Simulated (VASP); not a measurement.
# Cd (P-1) in VASP: notebook

The runs below take Cd through single point, with PBEsol.

Everything below comes from runs of VASP 6.6.1. Logs are shortened: lines on timing, memory, paths and dates and some standing lists are left out, and cuts for length are marked.

## (1) The cell of the first run

The typed cell holds 1 atom: a = 2.985 Å, b = 3.031 Å, c = 3.012 Å, α = 110.35°, β = 108.40°, γ = 108.88°.

## (2) Single point, PBEsol (the cell strained at random)

Input file INCAR:

```
PREC     = Accurate       # precision mode
ENCUT    = 520            # plane-wave cutoff, eV
EDIFF    = 1E-6           # SCF threshold, eV
ISMEAR   = 0              # smearing method
SIGMA    = 0.1            # smearing width, eV
LREAL    = False          # projectors in reciprocal space
LASPH    = True           # aspherical terms in the spheres
NELM     = 100            # most SCF steps
ALGO     = Normal         # electronic algorithm
ISIF     = 2              # what is computed and relaxed
LWAVE    = False          # write WAVECAR
LCHARG   = False          # write CHGCAR
GGA      = PS             # functional
NBANDS   = 12             # bands
```

Input file KPOINTS:

```
Automatic mesh
0
Gamma
  14 14 14
```

Input file POSCAR:

```
Cd
1.0
   -1.6982106203      1.7421763144      1.7291507638
    1.7338970603     -1.7466728058      1.7693336952
    1.7168746284      1.7653368139     -1.7336472552
Cd
1
Direct
    0.0000000000      0.0000000000      0.0000000000
```

Potentials or basis: VASP PAW PBE potentials, release 64 (Cd).

Command:

```sh
> cat potpaw_PBE.64/Cd/POTCAR > POTCAR
> mpirun -np 1 vasp_std > vasp.out
```

OUTCAR:

```text
PREC = Accurate
   ENCUT = 520
   EDIFF = 1E-6
   ISMEAR = 0
   LREAL = False
   LASPH = True
   NELM = 100
   ISIF = 2
   GGA = PS

 ion  position               nearest neighbor table
   1  0.000  0.000  0.000-

  LATTYP: Found a triclinic cell.
 ALAT       =     5.8168878755
 B/A-ratio  =     0.6029969534
 C/A-ratio  =     0.6014675595
 COS(alpha) =     0.0025127793
 COS(beta)  =     0.2969158244
 COS(gamma) =     0.9084297648

  Lattice vectors:

 A1 = (  -1.7355386365,  -5.2728499422,   1.7381437466)
 A2 = (  -0.0186640081,  -3.5075131283,   0.0044964914)
 A3 = (   0.0356864400,  -0.0044964914,   3.4984844590)

Analysis of symmetry for initial positions (statically):
=====================================================================
 Subroutine PRICEL returns:
 Original cell was already a primitive cell.

 Routine SETGRP: Setting up the symmetry group for a
 triclinic supercell.

 Subroutine GETGRP returns: Found  2 space group operations
 (whereof  2 operations were pure point group operations)
 out of a pool of  2 trial point group operations.

The static configuration has the point symmetry S_2 .

Analysis of symmetry for dynamics (positions and initial velocities):
=====================================================================
 Subroutine PRICEL returns:
 Original cell was already a primitive cell.

 Routine SETGRP: Setting up the symmetry group for a
 triclinic supercell.

 Subroutine GETGRP returns: Found  2 space group operations
 (whereof  2 operations were pure point group operations)
 out of a pool of  2 trial point group operations.

The dynamic configuration has the point symmetry S_2 .

 Subroutine INISYM returns: Found  2 space group operations
 (whereof  2 operations are pure point group operations),
 and found     1 'primitive' translations

----------------------------------------------------------------------------------------

                                     Primitive cell

  volume of cell :      21.1693

  direct lattice vectors                    reciprocal lattice vectors
    -1.698210620  1.742176314  1.729150764    -0.004504420  0.285493214  0.286250940
     1.733897060 -1.746672806  1.769333695     0.286870807 -0.001163803  0.282910323
     1.716874628  1.765336814 -1.733647255     0.288283192  0.283564982 -0.002576188

  length of vectors
     2.984804849  3.031139494  3.011578550     0.404309616  0.402907515  0.404379691

  position of ions in fractional coordinates (direct lattice)
     0.000000000  0.000000000  0.000000000

  ion indices of the primitive-cell ions
   primitive index   ion index
                 1           1

----------------------------------------------------------------------------------------

 KPOINTS: Automatic mesh

Automatic generation of k-mesh.
 Grid dimensions read from file:
 generate k-points for:   14   14   14

 Generating k-lattice:

  Cartesian coordinates                     Fractional coordinates (reciprocal lattice)
    -0.000321744  0.020392372  0.020446496     0.071428571  0.000000000  0.000000000
     0.020490772 -0.000083129  0.020207880     0.000000000  0.071428571  0.000000000
     0.020591657  0.020254642 -0.000184013     0.000000000  0.000000000  0.071428571

  Length of vectors
     0.028879258  0.028779108  0.028884264

  Shift w.r.t. Gamma in fractional coordinates (k-lattice)
     0.000000000  0.000000000  0.000000000

 Subroutine IBZKPT returns following result:
 ===========================================

 Found   1376 irreducible k-points:

 Following reciprocal coordinates:
            Coordinates               Weight
  0.000000  0.000000  0.000000      1.000000
  0.071429 -0.000000  0.000000      2.000000
  0.142857 -0.000000 -0.000000      2.000000
  0.214286 -0.000000 -0.000000      2.000000
  0.285714 -0.000000 -0.000000      2.000000
  0.357143 -0.000000 -0.000000      2.000000
[... 16 lines left out ...]
  0.000000  0.142857 -0.000000      2.000000
  0.071429  0.142857 -0.000000      2.000000
 [... further k-points ...]
   k-points           NKPTS =   1376   k-points in BZ     NKDIM =   1376   number of bands    NBANDS=     12
   number of dos      NEDOS =    301   number of ions     NIONS =      1
   total plane-waves  NPLWV =  13824
   dimension x,y,z NGX =    24 NGY =   24 NGZ =   24
   dimension x,y,z NGXF=    48 NGYF=   48 NGZF=   48
   ions per type =               1
   NGX,Y,Z   is equivalent  to a cutoff of  13.37, 13.16, 13.25 a.u.
   NGXF,Y,Z  is equivalent  to a cutoff of  26.73, 26.33, 26.50 a.u.
 SYSTEM =  unknown system
   PREC   = accura    normal or accurate (medium, high low for compatibility)
   ISTART =      0    job   : 0-new  1-cont  2-samecut
   ICHARG =      2    charge: 1-file 2-atom 10-const
   ISPIN  =      1    spin polarized calculation?
   LNONCOLLINEAR =      F non collinear calculations
   LSORBIT =      F    spin-orbit coupling
   LASPH  =      T    aspherical Exc in radial PAW
   ENCUT  =  520.0 eV  38.22 Ry    6.18 a.u.   5.55  5.64  5.60*2*pi/ulx,y,z
   NELM   =    100;   NELMIN=  2; NELMDL= -5     # of ELM steps
   EDIFF  = 0.1E-05   stopping-criterion for ELM
   LREAL  =      F    real-space projection
   EDIFFG = 0.1E-04   stopping-criterion for IOM
   NSW    =      0    number of steps for IOM
   IBRION =     -1    ionic relax: 0-MD 1-quasi-New 2-CG
   NFREE  =      0    steps in history (QN), initial steepest desc. (CG)
   ISIF   =      2    stress and relaxation
   ISYM   =      2    0-nonsym 1-usesym 2-fastsym
   POTIM  = 0.5000    time-step for ionic-motion
   TEBEG  =    0.0;   TEEND  =   0.0 temperature during run
   PSTRESS=    0.0 pullay stress
   NELECT =      12.0000    total number of electrons
   NUPDOWN=      -1.0000    fix difference up-down
   EMIN   =  10.00;   EMAX   =-10.00  energy-range for DOS
   EFERMI =   0.00;   METHOD = LEGACY
   ISMEAR =     0;   SIGMA  =   0.10  broadening in eV -4-tet -1-fermi 0-gaus
   EFERMI_NEDOS =   21; number of points for ismear=-14 and -15
   IALGO  =     38    algorithm
   IMIX   =      4    mixing-type and parameters
     AMIX     =   0.40;   BMIX     =  1.00
     AMIX_MAG =   1.60;   BMIX_MAG =  1.00
  volume/ion in A,a.u.               =      21.17       142.86
  Fermi-wavevector in a.u.,A,eV,Ry     =   1.354877  2.560346 24.976092  1.835691
  Thomas-Fermi vector in A             =   2.482011
   LORBIT       =      0    0 simple, 1 ext, 2 COOP (PROOUT), +10 PAW based schemes
   GGA     = PS    functional components
   LHFCALC =     F    Hartree Fock is set to
   AEXX    =    0.0000 exact exchange contribution
   IVDW    =     0    specifies the selected vdW correction
   LEPSILON=     F    determine dielectric tensor
   LRPA    =     F    only Hartree local field effects (RPA)
 non-spin polarized calculation
 Gauss-broadening in eV      SIGMA  =   0.10
  energy-cutoff  :      520.00
  volume of cell :       21.17
 maximum number of plane-waves:       585
 NGX is ok and might be reduce to    24
   NGX = 11   NGY = 11   NGZ = 11

 number of electron      11.9999997 magnetization

 Free energy of the ion-electron system (eV)
  ---------------------------------------------------
  ext. energy  EPLUGINS =         0.00000000
  ---------------------------------------------------
  free energy    TOTEN  =        -1.12453372 eV

  energy without entropy =       -1.12251480  energy(sigma->0) =       -1.12352426

 E-fermi :   2.9671     XC(G=0): -11.3287

 val. band max:        2.9622679326   @ k =   0.3571  -0.1429   0.4286
 cond. band min:       2.9694221698   @ k =  -0.1429   0.4286   0.2857
 fundamental gap:      0.0071542371
 Fermi energy:         2.9671180157

 k-point     1 :       0.0000    0.0000    0.0000
  band No.  band energies     occupation
      1      -6.4270      2.00000
      2      -6.3458      2.00000
      3      -6.3169      2.00000
      4      -6.1655      2.00000
      5      -5.6776      2.00000
      6      -5.6411      2.00000
      7      18.3900      0.00000
      8      18.4903      0.00000
      9      18.7378      0.00000
     10      19.5298      0.00000
     11      19.7816      0.00000
     12      20.2748      0.00000

 k-point     2 :       0.0714   -0.0000    0.0000
  band No.  band energies     occupation
      1      -6.4076      2.00000
      2      -6.3572      2.00000
      3      -6.2861      2.00000
      4      -6.0224      2.00000
      5      -5.6949      2.00000
      6      -5.6422      2.00000
      7      17.0961      0.00000
      8      18.1013      0.00000
      9      18.6628      0.00000
     10      18.7278      0.00000
     11      19.1818      0.00000
     12      19.5015      0.00000

 k-point     3 :       0.1429   -0.0000   -0.0000
  band No.  band energies     occupation
      1      -6.4255      2.00000
      2      -6.3947      2.00000
      3      -6.1525      2.00000
      4      -5.7716      2.00000
      5      -5.6446      2.00000
      6      -5.5299      2.00000
      7      14.2771      0.00000
      8      16.9669      0.00000
      9      17.4464      0.00000
     10      18.2521      0.00000
     11      18.7405      0.00000
     12      19.4439      0.00000

 k-point     4 :       0.2143   -0.0000   -0.0000
  band No.  band energies     occupation
      1      -6.4927      2.00000
      2      -6.4673      2.00000
      3      -5.9329      2.00000
      4      -5.7906      2.00000
      5      -5.6467      2.00000
      6      -4.7661      2.00000
      7      11.3696      0.00000
      8      15.6959      0.00000
      9      16.0010      0.00000
     10      17.8319      0.00000
     11      18.3168      0.00000
     12      20.2716      0.00000

 k-point     5 :       0.2857   -0.0000   -0.0000
  band No.  band energies     occupation
      1      -6.5988      2.00000
      2      -6.5554      2.00000
      3      -5.7857      2.00000
      4      -5.6751      2.00000
      5      -5.6468      2.00000
      6      -3.6889      2.00000
      7       8.5814      0.00000
      8      14.5376      0.00000
      9      14.8005      0.00000
     10      17.4978      0.00000
     11      18.0620      0.00000
     12      21.4291      0.00000
[... 228 lines left out ...]
      1      -6.4102      2.00000
      2      -6.3302      2.00000
      3      -6.2447      2.00000
      4      -5.7588      2.00000
      5      -5.7262      2.00000
      6      -5.6054      2.00000
      7      15.7566      0.00000
      8      16.2324      0.00000
      9      17.9467      0.00000
     10      18.4534      0.00000
     11      19.1745      0.00000
     12      19.3672      0.00000

 k-point    22 :      -0.0714    0.0714   -0.0000
  band No.  band energies     occupation
      1      -6.4036      2.00000
      2      -6.3363      2.00000
      3      -6.3083      2.00000
      4      -6.0217      2.00000
      5      -5.6849      2.00000
      6      -5.6523      2.00000
      7      17.5295      0.00000
      8      18.0330      0.00000
      9      18.3435      0.00000
     10      18.6366      0.00000
     11      19.1578      0.00000
     12      19.4272      0.00000

 k-point    23 :       0.0000    0.1429   -0.0000
  band No.  band energies     occupation
      1      -6.4889      2.00000
      2      -6.3962      2.00000
      3      -6.1293      2.00000
      4      -5.7192      2.00000
      5      -5.6582      2.00000
      6      -5.5276      2.00000
      7      14.1384      0.00000
      8      16.7979      0.00000
      9      17.3159      0.00000
     10      17.9918      0.00000
     11      18.5865      0.00000
     12      20.3614      0.00000

 k-point    24 :       0.0714    0.1429   -0.0000
  band No.  band energies     occupation
      1      -6.5013      2.00000
      2      -6.4190      2.00000
      3      -6.0588      2.00000
      4      -5.7411      2.00000
      5      -5.6652      2.00000
      6      -5.0492      2.00000
      7      12.7950      0.00000
      8      14.6499      0.00000
      9      16.0143      0.00000
     10      18.1404      0.00000
     11      20.0509      0.00000
     12      20.3266      0.00000

 [... further k-points ...]
[... 5 lines left out ...]
  --------------------------------------------------------------------------------------
  -------------------------------------------------------------------------------------
  Total       -0.0018071      0.1497642      0.1333764      0.0112296      0.0076819      0.0107603
  in kB       -0.1367722     11.3347569     10.0944640      0.8498977      0.5813997      0.8143843
  external PRESSURE =       7.0974829 kB  Pullay stress =       0.0000000 kB

 VOLUME and BASIS-vectors are now :
 -----------------------------------------------------------------------------
  energy-cutoff  :      520.00
  volume of cell :       21.17
      direct lattice vectors                 reciprocal lattice vectors
    -1.698210620  1.742176314  1.729150764    -0.004504420  0.285493214  0.286250940
     1.733897060 -1.746672806  1.769333695     0.286870807 -0.001163803  0.282910323
     1.716874628  1.765336814 -1.733647255     0.288283192  0.283564982 -0.002576188

 POSITION                                       TOTAL-FORCE (eV/Angst)
 -----------------------------------------------------------------------------------
      0.00000      0.00000      0.00000         0.000000      0.000000      0.000000
 -----------------------------------------------------------------------------------
    total drift:                                0.000000      0.000000      0.000000

  FREE ENERGIE OF THE ION-ELECTRON SYSTEM (eV)
  ---------------------------------------------------
  free  energy   TOTEN  =        -1.1245337211 eV

  energy  without entropy=       -1.1225147987  energy(sigma->0) =       -1.12352426
```

Wall time 87 s (1 thread of Intel Xeon 6975P-C (Granite Rapids), shared host); peak memory 0.42 GiB.

Results:

* Free energy: -1.1245 eV
* Pressure: 0.7 GPa
* Band gap on the k mesh: zero (band 6 reaches 6.22 eV, above the bottom of band 7 at 1.95 eV)

Stress tensor (GPa, compression positive):
```
-0.01  0.08  0.08
 0.08  1.13  0.06
 0.08  0.06  1.01
```

Levels at points of the mesh, in eV from the Fermi level:
```tsv
k point	band 2	band 3	band 4	band 5	band 6	band 7	band 8	band 9	band 10	band 11
(0.00, 0.00, 0.00)	-9.31	-9.28	-9.13	-8.64	-8.61	15.42	15.52	15.77	16.56	16.81
(0.50, 0.00, 0.00)	-9.66	-8.69	-8.61	-8.15	-2.34	-0.94	9.72	10.36	14.11	14.90
(0.00, 0.50, 0.00)	-9.73	-8.64	-8.56	-8.17	-2.37	-1.02	9.57	10.19	13.95	14.73
(0.50, 0.50, 0.00)	-9.68	-8.67	-8.60	-8.14	-2.24	-0.73	9.34	10.11	13.77	14.61
(0.00, 0.00, 0.50)	-9.71	-8.65	-8.57	-8.16	-2.34	-0.95	9.46	10.27	13.87	14.78
(0.50, 0.00, 0.50)	-9.68	-8.67	-8.61	-8.12	-2.18	-0.61	9.27	9.95	13.72	14.44
(0.00, 0.50, 0.50)	-9.66	-8.69	-8.60	-8.16	-2.36	-0.99	9.58	10.57	13.99	15.08
(0.50, 0.50, 0.50)	-9.88	-8.31	-8.28	-8.22	3.26	3.32	3.69	6.09	8.10	8.35
```

Caveat: the cell differs from its parent crystal (the cell strained at random); the PAW data sets were made with another functional, which shifts forces and pressure a little.

## (3) Single point, PBEsol (the cell strained at random)

Input file INCAR:

```
SYSTEM = Cd
PREC = Accurate ; ENCUT = 520
EDIFF = 1E-7 ; ISMEAR = 0
SIGMA = 0.1 ; LREAL = .False.
LASPH = .True. ; NELM = 100
ALGO = Normal ; ISIF = 2
LWAVE = .False. ; LCHARG = .False.
GGA = PS ; NBANDS = 12
```

Input file KPOINTS:

```
regular mesh
0
Gamma
  14 14 14
  0 0 0
```

Input file POSCAR:

```
Cd
1.0
   -1.8051450377      1.7959914659      1.7956702879
    1.8085709360     -1.8138346859      1.8169394062
    1.8065368089      1.8152264570     -1.8135135079
Cd
1
Direct
    0.0000000000      0.0000000000      0.0000000000
```

Potentials or basis: VASP PAW PBE potentials, release 64 (Cd).

Command:

```sh
> cat potpaw_PBE.64/Cd/POTCAR > POTCAR
> mpirun -np 1 vasp_std > vasp.out
```

It took 92 s on 1 thread of Intel Xeon 6975P-C (Granite Rapids), shared host; peak memory 0.45 GiB.

Results (log left out):

* Free energy: -1.0966 eV
* Pressure: -3.7 GPa
* Band gap on the k mesh: zero (band 6 reaches 5.49 eV, above the bottom of band 7 at 1.04 eV)

Stress tensor (GPa, compression positive):
```
-3.64  0.01  0.02
 0.01 -3.74 -0.05
 0.02 -0.05 -3.71
```

Levels at points of the mesh, in eV from the Fermi level:
| k point | band 3 | band 4 | band 5 | band 6 | band 7 | band 8 | band 9 | band 10 |
| --- | --- | --- | --- | --- | --- | --- | --- | --- |
| (0.00, 0.00, 0.00) | -8.92 | -8.37 | -8.37 | -8.25 | 15.06 | 15.20 | 15.23 | 15.33 |
| (0.50, 0.00, 0.00) | -8.41 | -8.36 | -7.98 | -1.77 | -0.89 | 8.87 | 9.73 | 13.10 |
| (0.00, 0.50, 0.00) | -8.40 | -8.35 | -8.00 | -1.82 | -1.01 | 8.97 | 9.82 | 13.15 |
| (0.50, 0.50, 0.00) | -8.40 | -8.35 | -7.99 | -1.81 | -0.98 | 8.95 | 9.79 | 13.15 |
| (0.00, 0.00, 0.50) | -8.40 | -8.35 | -8.00 | -1.81 | -0.99 | 8.95 | 9.81 | 13.14 |
| (0.50, 0.00, 0.50) | -8.40 | -8.35 | -7.99 | -1.81 | -0.97 | 8.94 | 9.80 | 13.14 |
| (0.00, 0.50, 0.50) | -8.40 | -8.34 | -8.00 | -1.85 | -1.07 | 9.03 | 9.82 | 13.21 |
| (0.50, 0.50, 0.50) | -8.10 | -8.09 | -8.07 | 3.38 | 3.39 | 3.44 | 5.17 | 7.80 |

Caveat: the cell differs from its parent crystal (the cell strained at random); the PAW data sets were made with another functional, which shifts forces and pressure a little.
